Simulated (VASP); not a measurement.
Here is a VASP 6.6.1 calculation.

File INCAR:

```
PREC     = Accurate       # precision mode
ENCUT    = 520            # plane-wave cutoff, eV
EDIFF    = 1E-7           # SCF threshold, eV
ISMEAR   = 0              # smearing method
SIGMA    = 0.1            # smearing width, eV
LREAL    = F              # projectors in reciprocal space
LASPH    = T              # aspherical terms in the spheres
NELM     = 150            # most SCF steps
ALGO     = Normal         # electronic algorithm
ISIF     = 2              # what is computed and relaxed
LWAVE    = F              # write WAVECAR
LCHARG   = F              # write CHGCAR
ISPIN    = 2              # spin polarisation
MAGMOM   = 0 1 1 1 1 0    # initial moments
LORBIT   = 11             # projections on sites
LMAXMIX  = 4              # l up to which the mixer works
GGA      = PE             # functional
NBANDS   = 44             # bands
```

File KPOINTS:

```
regular mesh
0
Gamma
  4 4 6
```

POSCAR

```
HfTi4Si
1.0
    6.2270071744      0.0000000000      0.0000000000
    0.0000000000      6.2270071744      0.0000000000
    0.0000000000      0.0000000000      2.9973818986
Hf Ti Si
1 4 1
Direct
    0.0000000000      0.0000000000      0.5000000000
    0.1764162690      0.5000000000      0.5000000000
    0.8235837310      0.5000000000      0.5000000000
    0.5000000000      0.1764162690      0.5000000000
    0.5000000000      0.8235837310      0.5000000000
    0.5000000000      0.5000000000      0.0000000000
```

Potentials or basis: VASP PAW PBE potentials, release 64 (Hf_pv, Ti_sv, Si).

The run is started by

```bash
$ cat potpaw_PBE.64/Hf_pv/POTCAR potpaw_PBE.64/Ti_sv/POTCAR potpaw_PBE.64/Si/POTCAR > POTCAR
$ mpirun -np 1 vasp_std > vasp.out
```

Q: Estimate the site moments.

A: Hf +0.22; Ti +0.02; Si +0.00 μB.

Q: Estimate the net moment.

A: 0.41 μB per cell.

Q: Predict the pressure.

A: 0.1 GPa.

Q: Predict the largest force.

A: 0.095 eV/Å.

Stress tensor (GPa, compression positive):
```
 0.44  0.00  0.00
 0.00  0.44  0.00
 0.00  0.00 -0.56
```
